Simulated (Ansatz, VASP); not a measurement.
## One calculation of C, two programs

```
C
1.0
    -1.21718    1.21718    1.21718
     1.21718   -1.21718    1.21718
     1.21718    1.21718   -1.21718
C
1
Direct
  0.00000 0.00000 0.00000
```

Alike in both runs: task single point; functional PBEsol; k mesh 21 × 21 × 21; occupations fermi-dirac, width 0.1 eV; no spin polarisation.

|  | VASP | Ansatz |
| --- | --- | --- |
| version | VASP 6.6.1 | Ansatz 0.2.0 |
| potentials or method | VASP PAW PBE potentials, release 64 (C), cutoff 520 eV | plane waves (420 eV) with PAW, scalar-relativistic |
| valence electrons in the cell | 4 | 4 |

```csv
,VASP,Ansatz,Ansatz less VASP
pressure (GPa),-19.1,-19.2,-0.18
```

VASP's potentials were made for PBE, not for PBEsol, and Ansatz warns of the same on its side.
